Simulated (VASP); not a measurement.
# EuS (Fm-3m) in VASP: settings compared

Aim: see how the results for EuS move with the level of theory and the settings. Levels: BLYP+D4, PBE, revPBE+D4, BLYP+D3(BJ), r2SCAN0. Tasks: single point, relaxation of cell and atoms.

Everything below comes from runs of VASP 6.6.1. Logs are shortened: lines on timing, memory, paths and dates and some standing lists are left out, and cuts for length are marked.

**The experiment to reproduce.**

“Crystal-field mediated electronic transitions of EuS up to 35 GPa”, 2022, pmc:8786971 reports, for a powder of EuS at 300 K: band gap 1.72 eV (optical).

The runs below are set against these values where they give the same quantity.

## 1. The cell of the first run

The structure is cubic, space group Fm-3m (No. 225). Conventional cell: a = 5.840 Å, b = 5.840 Å, c = 5.840 Å, α = 90.00°, β = 90.00°, γ = 90.00°. Within 3.8 Å of Eu (site symmetry m-3m) lie 6 S at 2.92 Å. Within 3.8 Å of S (site symmetry m-3m) lie 6 Eu at 2.92 Å.

## 2. Single point, BLYP+D4, collinear spin, ferromagnetic start

The input, INCAR:

```
SYSTEM = EuS
AGGAC = 1.0
AGGAX = 1.0
ALDAC = 0.0
ALDAX = 1.0
ALGO = Normal
EDIFF = 1E-6
ENCUT = 600
GGA = B5
GGA_COMPAT = .False.
ISIF = 2
ISMEAR = -1
ISPIN = 2
IVDW = 13
LASPH = .True.
LCHARG = .True.
LELF = .True.
LMAXMIX = 6
LORBIT = 11
LREAL = .False.
LVHAR = .True.
LWAVE = .False.
MAGMOM = 7 0
NBANDS = 22
NELM = 200
PREC = Accurate
SIGMA = 0.05
VDW_A1 = 0.44488865
VDW_A2 = 4.0933009
VDW_S6 = 1.0
VDW_S8 = 2.34076671
```

The input, KPOINTS:

```
k-points
0
Gamma
  8 8 8
  0 0 0
```

The input, POSCAR:

```
EuS
1.0
    0.0000000000      2.9200852182      2.9200852182
    2.9200852182      0.0000000000      2.9200852182
    2.9200852182      2.9200852182      0.0000000000
Eu S
1 1
Direct
    0.0000000000      0.0000000000      0.0000000000
    0.5000000000      0.5000000000      0.5000000000
```

Potentials or basis: VASP PAW PBE potentials, release 64 (Eu, S).

Launch:

```bash
> cat potpaw_PBE.64/Eu/POTCAR potpaw_PBE.64/S/POTCAR > POTCAR
> mpirun -np 1 vasp_std > vasp.out
```

OUTCAR:

```text
SYSTEM = EuS
   EDIFF = 1E-6
   ENCUT = 600
   GGA = B5
   ISIF = 2
   ISMEAR = -1
   ISPIN = 2
   IVDW = 13
   LASPH = .True.
   LORBIT = 11
   LREAL = .False.
   NELM = 200
   PREC = Accurate

 ion  position               nearest neighbor table
   1  0.000  0.000  0.000-   2 2.92   2 2.92   2 2.92   2 2.92   2 2.92   2 2.92
   2  0.500  0.500  0.500-   1 2.92   1 2.92   1 2.92   1 2.92   1 2.92   1 2.92

  LATTYP: Found a face centered cubic cell.
 ALAT       =     5.8401704364

  Lattice vectors:

 A1 = (   0.0000000000,   2.9200852182,   2.9200852182)
 A2 = (   2.9200852182,   0.0000000000,   2.9200852182)
 A3 = (   2.9200852182,   2.9200852182,   0.0000000000)

Analysis of symmetry for initial positions (statically):
=====================================================================
 Subroutine PRICEL returns:
 Original cell was already a primitive cell.

 Routine SETGRP: Setting up the symmetry group for a
 face centered cubic supercell.

 Subroutine GETGRP returns: Found 48 space group operations
 (whereof 48 operations were pure point group operations)
 out of a pool of 48 trial point group operations.

The static configuration has the point symmetry O_h .

Analysis of symmetry for dynamics (positions and initial velocities):
=====================================================================
 Subroutine PRICEL returns:
 Original cell was already a primitive cell.

 Routine SETGRP: Setting up the symmetry group for a
 face centered cubic supercell.

 Subroutine GETGRP returns: Found 48 space group operations
 (whereof 48 operations were pure point group operations)
 out of a pool of 48 trial point group operations.

The dynamic configuration has the point symmetry O_h .

Analysis of structural, dynamic, and magnetic symmetry:
=====================================================================
 Subroutine PRICEL returns:
 Original cell was already a primitive cell.

 Routine SETGRP: Setting up the symmetry group for a
 face centered cubic supercell.

 Subroutine GETGRP returns: Found 48 space group operations
 (whereof 48 operations were pure point group operations)
 out of a pool of 48 trial point group operations.

The overall configuration has the point symmetry O_h .

 Subroutine INISYM returns: Found 48 space group operations
 (whereof 48 operations are pure point group operations),
 and found     1 'primitive' translations

----------------------------------------------------------------------------------------

                                     Primitive cell

  volume of cell :      49.7985

  direct lattice vectors                    reciprocal lattice vectors
     0.000000000  2.920085218  2.920085218    -0.171227880  0.171227880  0.171227880
     2.920085218  0.000000000  2.920085218     0.171227880 -0.171227880  0.171227880
     2.920085218  2.920085218  0.000000000     0.171227880  0.171227880 -0.171227880

  length of vectors
     4.129624119  4.129624119  4.129624119     0.296575387  0.296575387  0.296575387

  position of ions in fractional coordinates (direct lattice)
     0.000000000  0.000000000  0.000000000
     0.500000000  0.500000000  0.500000000

  ion indices of the primitive-cell ions
   primitive index   ion index
                 1           1
                 2           2

----------------------------------------------------------------------------------------

 KPOINTS: k-points

Automatic generation of k-mesh.
 Grid dimensions read from file:
 generate k-points for:    8    8    8

 Generating k-lattice:

  Cartesian coordinates                     Fractional coordinates (reciprocal lattice)
    -0.021403485  0.021403485  0.021403485     0.125000000  0.000000000  0.000000000
     0.021403485 -0.021403485  0.021403485     0.000000000  0.125000000  0.000000000
     0.021403485  0.021403485 -0.021403485     0.000000000  0.000000000  0.125000000

  Length of vectors
     0.037071923  0.037071923  0.037071923

  Shift w.r.t. Gamma in fractional coordinates (k-lattice)
     0.000000000  0.000000000  0.000000000

 Subroutine IBZKPT returns following result:
 ===========================================

 Found     29 irreducible k-points:

 Following reciprocal coordinates:
            Coordinates               Weight
  0.000000  0.000000  0.000000      1.000000
  0.125000  0.000000  0.000000      8.000000
  0.250000  0.000000  0.000000      8.000000
  0.375000  0.000000  0.000000      8.000000
  0.500000  0.000000  0.000000      4.000000
  0.125000  0.125000  0.000000      6.000000
[... 16 lines left out ...]
  0.500000  0.250000  0.125000     48.000000
 -0.375000  0.250000  0.125000     24.000000
 [... further k-points ...]
   k-points           NKPTS =     29   k-points in BZ     NKDIM =     29   number of bands    NBANDS=     22
   number of dos      NEDOS =    301   number of ions     NIONS =      2
   total plane-waves  NPLWV =  46656
   dimension x,y,z NGX =    36 NGY =   36 NGZ =   36
   dimension x,y,z NGXF=    72 NGYF=   72 NGZF=   72
   ions per type =               1   1
   NGX,Y,Z   is equivalent  to a cutoff of  14.49, 14.49, 14.49 a.u.
   NGXF,Y,Z  is equivalent  to a cutoff of  28.98, 28.98, 28.98 a.u.
 SYSTEM =  EuS
   PREC   = accura    normal or accurate (medium, high low for compatibility)
   ISTART =      0    job   : 0-new  1-cont  2-samecut
   ICHARG =      2    charge: 1-file 2-atom 10-const
   ISPIN  =      2    spin polarized calculation?
   LNONCOLLINEAR =      F non collinear calculations
   LSORBIT =      F    spin-orbit coupling
   LASPH  =      T    aspherical Exc in radial PAW
   ENCUT  =  600.0 eV  44.10 Ry    6.64 a.u.   8.25  8.25  8.25*2*pi/ulx,y,z
   NELM   =    200;   NELMIN=  2; NELMDL= -5     # of ELM steps
   EDIFF  = 0.1E-05   stopping-criterion for ELM
   LREAL  =      F    real-space projection
   EDIFFG = 0.1E-04   stopping-criterion for IOM
   NSW    =      0    number of steps for IOM
   IBRION =     -1    ionic relax: 0-MD 1-quasi-New 2-CG
   NFREE  =      0    steps in history (QN), initial steepest desc. (CG)
   ISIF   =      2    stress and relaxation
   ISYM   =      2    0-nonsym 1-usesym 2-fastsym
   POTIM  = 0.5000    time-step for ionic-motion
   TEBEG  =    0.0;   TEEND  =   0.0 temperature during run
   PSTRESS=    0.0 pullay stress
   NELECT =      23.0000    total number of electrons
   NUPDOWN=      -1.0000    fix difference up-down
   EMIN   =  10.00;   EMAX   =-10.00  energy-range for DOS
   EFERMI =   0.00;   METHOD = LEGACY
   ISMEAR =    -1;   SIGMA  =   0.05  broadening in eV -4-tet -1-fermi 0-gaus
   EFERMI_NEDOS =   21; number of points for ismear=-14 and -15
   IALGO  =     38    algorithm
   IMIX   =      4    mixing-type and parameters
     AMIX     =   0.40;   BMIX     =  1.00
     AMIX_MAG =   1.60;   BMIX_MAG =  1.00
  volume/ion in A,a.u.               =      24.90       168.03
  Fermi-wavevector in a.u.,A,eV,Ry     =   1.265451  2.391355 21.787902  1.601366
  Thomas-Fermi vector in A             =   2.398703
   LORBIT       =     11    0 simple, 1 ext, 2 COOP (PROOUT), +10 PAW based schemes
   GGA     = B5    functional components
   LHFCALC =     F    Hartree Fock is set to
   AEXX    =    0.0000 exact exchange contribution
   IVDW    =    13    specifies the selected vdW correction
   LEPSILON=     F    determine dielectric tensor
   LRPA    =     F    only Hartree local field effects (RPA)
 spin polarized calculation
  energy-cutoff  :      600.00
  volume of cell :       49.80
 maximum number of plane-waves:      1687
 NGX is ok and might be reduce to    36
   NGX = 17   NGY = 17   NGZ = 17

 number of electron      23.0000003 magnetization       6.9533005

 Free energy of the ion-electron system (eV)
  ---------------------------------------------------
  ext. energy  EPLUGINS =         0.00000000
  ---------------------------------------------------
  free energy    TOTEN  =       -18.54986963 eV

  energy without entropy =      -18.53885491  energy(sigma->0) =      -18.54436227

 E-fermi :   5.1717     XC(G=0):  -9.3690

 val. band max:        5.1334261166   @ k =   0.1250   0.1250   0.0000
 cond. band min:       5.2485496824   @ k =   0.0000   0.0000   0.0000
 fundamental gap:      0.1151235657
 Fermi energy:         5.1716942707

 spin component 1

 k-point     1 :       0.0000    0.0000    0.0000
  band No.  band energies     occupation
      1     -36.1554      1.00000
      2     -14.9870      1.00000
      3     -14.9870      1.00000
      4     -14.9870      1.00000
      5      -8.5128      1.00000
      6       2.2840      1.00000
[... 14 lines left out ...]
     21       7.0841      0.00000
     22      13.2023      0.00000
[... 552 lines left out ...]
  band No.  band energies     occupation
      1     -36.1347      1.00000
      2     -15.3249      1.00000
      3     -15.1041      1.00000
      4     -15.0487      1.00000
      5      -7.7225      1.00000
      6       0.1967      1.00000
[... 14 lines left out ...]
     21      11.6956      0.00000
     22      12.7525      0.00000

 [... further k-points ...]

 spin component 2

 k-point     1 :       0.0000    0.0000    0.0000
  band No.  band energies     occupation
      1     -33.2692      1.00000
      2     -12.8736      1.00000
      3     -12.8736      1.00000
      4     -12.8736      1.00000
      5      -8.4990      1.00000
      6       2.4620      1.00000
[... 14 lines left out ...]
     21       9.7559      0.00000
     22      14.0672      0.00000
[... 552 lines left out ...]
  band No.  band energies     occupation
      1     -33.2408      1.00000
      2     -13.3752      1.00000
      3     -13.0278      1.00000
      4     -12.9536      1.00000
      5      -7.6163      1.00000
      6       0.3845      1.00000
[... 14 lines left out ...]
     21      12.5731      0.00000
     22      13.5260      0.00000

 [... further k-points ...]

------------------------ aborting loop because EDIFF is reached ----------------------------------------

  DFT-D4 for vdW energy calculation

  Edisp (eV):   -1.11745

  FORCE on cell =-STRESS in cart. coord.  units (eV):
  Direction    XX          YY          ZZ          XY          YZ          ZX
  --------------------------------------------------------------------------------------
  -------------------------------------------------------------------------------------
  Total      -0.02122    -0.02122    -0.02122     0.00000    -0.00000     0.00000
  in kB      -0.68273    -0.68273    -0.68273     0.00000    -0.00000     0.00000
  external pressure =       -0.68 kB  Pullay stress =        0.00 kB

 VOLUME and BASIS-vectors are now :
 -----------------------------------------------------------------------------
  energy-cutoff  :      600.00
  volume of cell :       49.80
      direct lattice vectors                 reciprocal lattice vectors
     0.000000000  2.920085218  2.920085218    -0.171227880  0.171227880  0.171227880
     2.920085218  0.000000000  2.920085218     0.171227880 -0.171227880  0.171227880
     2.920085218  2.920085218  0.000000000     0.171227880  0.171227880 -0.171227880

 POSITION                                       TOTAL-FORCE (eV/Angst)
 -----------------------------------------------------------------------------------
      0.00000      0.00000      0.00000        -0.000000      0.000000     -0.000000
      2.92009      2.92009      2.92009         0.000000     -0.000000      0.000000
 -----------------------------------------------------------------------------------
    total drift:                                0.000000      0.000000      0.000000

  FREE ENERGIE OF THE ION-ELECTRON SYSTEM (eV)
  ---------------------------------------------------
  free  energy   TOTEN  =       -19.6673157364 eV

  energy  without entropy=      -19.6563010138  energy(sigma->0) =      -19.66180838

 total charge

# of ion       s       p       d       f       tot
--------------------------------------------------
    1        2.029   5.749   0.348   6.649  14.775
    2        1.327   2.479   0.000   0.000   3.807
--------------------------------------------------
tot          3.356   8.228   0.348   6.649  18.581

 magnetization (x)

# of ion       s       p       d       f       tot
--------------------------------------------------
    1       -0.014  -0.103   0.092   6.612   6.588
    2       -0.006  -0.050   0.000   0.000  -0.056
--------------------------------------------------
tot         -0.019  -0.153   0.092   6.612   6.532
```

Run time: 74 s. Hardware: 1 thread of Intel Xeon 6975P-C (Granite Rapids), shared host; peak memory 0.28 GiB.

What came out:

| Item | Value |
| --- | --- |
| Free energy | -19.6673 eV |
| Pressure | -0.1 GPa |
| Net moment | 6.95 μB per cell |
| Site moments | Eu +6.59; S -0.06 μB |
| Valence electrons inside the program's atomic spheres | Eu 14.78; S 3.81 |
| Dispersion energy per atom | -0.559 eV |

Levels at points of the mesh, in eV from the Fermi level:
Spin up:
```csv
k point,band 12,band 13,band 14,band 15,band 16,band 17,band 18,band 19
"(0.00, 0.00, 0.00)",-0.29,0.08,0.08,0.08,1.03,1.03,1.03,1.38
"(0.50, 0.00, 0.00)",-0.33,-0.33,-0.29,-0.28,3.39,3.43,3.73,3.73
"(0.50, 0.50, 0.00)",-0.35,-0.35,-0.30,-0.09,-0.09,3.09,3.64,4.74
```
Spin down:
```tsv
k point	band 5	band 6	band 7	band 8	band 9	band 10	band 11	band 12
(0.00, 0.00, 0.00)	-13.67	-2.71	-2.71	-2.71	1.66	1.66	1.66	1.82
(0.50, 0.00, 0.00)	-12.55	-5.35	-3.96	-3.96	2.91	3.89	3.89	4.10
(0.50, 0.50, 0.00)	-13.32	-3.78	-3.03	-3.03	-0.35	3.87	4.08	4.14
```

Caveat: the PAW data sets were made with another functional, which shifts forces and pressure a little; spin-orbit coupling is left out, which moves the levels of the heavy elements; a cell with one magnetic atom can't hold antiferromagnetic order, which such compounds often take; semilocal functionals describe open f shells poorly, which spoils levels, moments and volumes. The state reached can hang on the start; a lower one may exist.

## 3. Single point, PBE, collinear spin, ferromagnetic start

This run uses another cell than the first one, of 26.42 Å³/atom.

The input, INCAR:

```
SYSTEM = EuS
PREC = Accurate
ENCUT = 600
EDIFF = 1E-6
ISMEAR = 0
SIGMA = 0.028999999999999998
LREAL = .FALSE.
LASPH = .TRUE.
NELM = 200
ALGO = Normal
ISIF = 2
LWAVE = .FALSE.
LCHARG = .FALSE.
ISPIN = 2
MAGMOM = 7 0
LORBIT = 11
LMAXMIX = 6
GGA = PE
NBANDS = 22
GGA_COMPAT = .FALSE.
```

The input, KPOINTS:

```
Automatic mesh
0
G
  8 8 8
  0 0 0
```

The input, POSCAR:

```
EuS
1.0
    0.0000000000      2.9785000000      2.9785000000
    2.9785000000      0.0000000000      2.9785000000
    2.9785000000      2.9785000000      0.0000000000
Eu S
1 1
Direct
    0.0000000000      0.0000000000      0.0000000000
    0.5000000000      0.5000000000      0.5000000000
```

Potentials or basis: VASP PAW PBE potentials, release 64 (Eu, S).

Launch:

```bash
> cat potpaw_PBE.64/Eu/POTCAR potpaw_PBE.64/S/POTCAR > POTCAR
> mpirun -np 1 vasp_std > vasp.out
```

Wall time 58 s (1 thread of Intel Xeon 6975P-C (Granite Rapids), shared host); peak memory 0.29 GiB.

It converged, with:

```yaml
Free_energy: -19.8993 eV
Pressure: -2.7 GPa
Band_gap_on_the_k_mesh: zero (filled and empty bands overlap)
Net_moment: 6.99 μB per cell
Site_moments: Eu +6.59; S -0.07 μB
Valence_electrons_inside_the_program's_atomic_spheres: Eu 14.75; S 3.75
```

Levels at points of the mesh, in eV from the Fermi level:
Spin up:
```
           k point  band 11  band 12  band 13  band 14  band 15  band 16  band 17  band 18  band 19  band 20
(0.00, 0.00, 0.00)    -0.21    -0.21     0.10     0.10     0.10     0.82     1.09     1.09     1.09     1.97
(0.50, 0.00, 0.00)    -0.34    -0.25    -0.25    -0.22    -0.20     2.96     3.24     3.66     3.66     6.56
(0.50, 0.50, 0.00)    -0.28    -0.27    -0.27    -0.22    -0.04    -0.04     3.10     3.24     4.53     4.69
```
Spin down:
```
           k point  band 6  band 7  band 8  band 9  band 10  band 11
(0.00, 0.00, 0.00)   -2.60   -2.60   -2.60    1.45     1.87     1.87
(0.50, 0.00, 0.00)   -5.11   -3.73   -3.73    2.89     4.06     4.14
(0.50, 0.50, 0.00)   -3.73   -2.95   -2.95   -0.12     3.95     3.97
```

Caveat: spin-orbit coupling is left out, which moves the levels of the heavy elements; a cell with one magnetic atom can't hold antiferromagnetic order, which such compounds often take; semilocal functionals describe open f shells poorly, which spoils levels, moments and volumes. With open d or f shells a metallic result of PBE can be an artefact of self-interaction; +U or a hybrid may open a gap.

## 4. Relaxation of cell and atoms, revPBE+D4, collinear spin, ferromagnetic start

This run uses another cell than the first one, of 26.42 Å³/atom.

The input, INCAR:

```
PREC = Accurate
ENCUT = 600
EDIFF = 1E-7
ISMEAR = -1
SIGMA = 0.05
LREAL = F
LASPH = T
NELM = 200
ALGO = Normal
ISIF = 3
LWAVE = F
LCHARG = F
ISPIN = 2
MAGMOM = 7 0
LORBIT = 11
LMAXMIX = 6
GGA = RE
IVDW = 13
IBRION = 2
NSW = 60
EDIFFG = -0.01
GGA_COMPAT = F
NELMIN = 4
```

The input, KPOINTS:

```
Automatic mesh
0
Gamma
  8 8 8
```

POSCAR is that of step 3.

Launch:

```bash
> cat potpaw_PBE.64/Eu/POTCAR potpaw_PBE.64/S/POTCAR > POTCAR
> mpirun -np 1 vasp_std > vasp.out
```

Run time: 3.4 min. Hardware: 1 thread of Intel Xeon 6975P-C (Granite Rapids), shared host; peak memory 0.29 GiB.

The run converged. Its results:

```yaml
Free_energy: -20.3405 eV
Relaxed_volume: 24.09 Å³/atom
Relaxed_cell: a = 4.084 Å, b = 4.084 Å, c = 4.084 Å, α = 60.00°, β = 60.00°, γ = 60.00°
Space_group_after_relaxing_to_0.1_Å: Fm-3m (No. 225)
Energy_gained_by_relaxing: 32.0 meV/atom
Ionic_steps: 3
Pressure_after_relaxing: 0.0 GPa
Band_gap_on_the_k_mesh: zero (filled and empty bands overlap)
Net_moment: -6.96 μB per cell
Site_moments: Eu -6.56; S +0.08 μB
Valence_electrons_inside_the_program's_atomic_spheres: Eu 14.79; S 3.79
Dispersion_energy_per_atom: -0.480 eV
```

The path:
| step | energy change (eV) | largest force (eV/Å) | pressure (GPa) | volume (Å³) |
| --- | --- | --- | --- | --- |
| 1 | 0.0000 | 0.0000 | -4.03 | 52.85 |
| 2 | -0.0639 | 0.0000 | 0.28 | 47.93 |
| 3 | -0.0641 | 0.0000 | 0.01 | 48.17 |

Final structure:
```
CELL_PARAMETERS angstrom
0.00000 2.88796 2.88796
2.88796 0.00000 2.88796
2.88796 2.88796 0.00000
ATOMIC_POSITIONS crystal
Eu 0.00000 0.00000 0.00000
S 0.50000 0.50000 0.50000
```

Levels at points of the mesh, in eV from the Fermi level:
Spin up:
```tsv
k point	band 5	band 6	band 7	band 8	band 9	band 10	band 11	band 12
(0.00, 0.00, 0.00)	-13.74	-2.68	-2.68	-2.68	1.81	1.81	1.81	2.11
(0.50, 0.00, 0.00)	-12.49	-5.41	-3.99	-3.99	2.98	4.06	4.06	4.40
(0.50, 0.50, 0.00)	-13.37	-3.77	-3.00	-3.00	-0.32	4.06	4.26	4.34
```
Spin down:
```csv
k point,band 13,band 14,band 15,band 16,band 17,band 18
"(0.00, 0.00, 0.00)",0.11,0.11,0.11,0.98,0.98,0.98
"(0.50, 0.00, 0.00)",-0.34,-0.30,-0.29,3.18,3.51,3.91
"(0.50, 0.50, 0.00)",-0.36,-0.31,-0.08,-0.08,3.19,3.77
```

Caveat: the PAW data sets were made with another functional, which shifts forces and pressure a little; spin-orbit coupling is left out, which moves the levels of the heavy elements; a cell with one magnetic atom can't hold antiferromagnetic order, which such compounds often take; semilocal functionals describe open f shells poorly, which spoils levels, moments and volumes.

(Continued in part 2 of 2.)
